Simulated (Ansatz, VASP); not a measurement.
One calculation of FeCo, two programs

INCAR

```
PREC     = Accurate       # precision mode
ENCUT    = 600            # plane-wave cutoff, eV
EDIFF    = 1E-6           # SCF threshold, eV
ISMEAR   = 0              # smearing method
SIGMA    = 0.05           # smearing width, eV
LREAL    = F              # projectors in reciprocal space
LASPH    = T              # aspherical terms in the spheres
NELM     = 120            # most SCF steps
ALGO     = Normal         # electronic algorithm
ISIF     = 2              # what is computed and relaxed
LWAVE    = F              # write WAVECAR
LCHARG   = F              # write CHGCAR
GGA      = PE             # functional
NBANDS   = 16             # bands
GGA_COMPAT= F
```

File KPOINTS:

```
Automatic mesh
0
Gamma
  16 16 16
```

Contents of POSCAR:

```
FeCo
1.0
    2.7584031718      0.0000000000      0.0000000000
    0.0000000000      2.7584031718      0.0000000000
    0.0000000000      0.0000000000      2.7584031718
Fe Co
1 1
Direct
    0.5000000000      0.5000000000      0.5000000000
    0.0000000000      0.0000000000      0.0000000000
```

Input for Ansatz:

```yaml
crystal:
  lattice:
    - [2.7584031718, 0.0, 0.0]
    - [0.0, 2.7584031718, 0.0]
    - [0.0, 0.0, 2.7584031718]
  atoms:
    - { symbol: Fe, position: [0.5, 0.5, 0.5] }
    - { symbol: Co, position: [0.0, 0.0, 0.0] }
basis:
  ecutwfc: 420
  ecutrho_ratio: 4
kpoints:
  mp_grid: { grid: [16, 16, 16] }
hamiltonian:
  xc: pbe
scf:
  occupations: { method: gaussian, width: 0.05 }
output:
  forces: true
  stress: true
  eigenvalues: true
```

Alike in both runs: task single point; functional PBE; k mesh 16 × 16 × 16; occupations gaussian, width 0.05 eV; no spin polarisation.

|  | VASP | Ansatz |
| --- | --- | --- |
| version | VASP 6.6.1 | Ansatz 0.2.0 |
| potentials or method | VASP PAW PBE potentials, release 64 (Fe, Co), cutoff 600 eV | scalar-relativistic, plane waves, PAW |
| valence electrons in the cell | 17 | 33 |

```csv
,VASP,Ansatz,Ansatz less VASP
gap on the k mesh at the Fermi level (eV),none,none,-
pressure (GPa),-0.2,0.6,+0.77
```

A gap of «none» marks a metal or a gap that the smearing closes. With one functional, cell and mesh, what is left measures potentials, basis and numerics. VASP's potentials hold 17 valence electrons a cell and Ansatz's 33, so a difference there can come from the potentials and not from the codes.
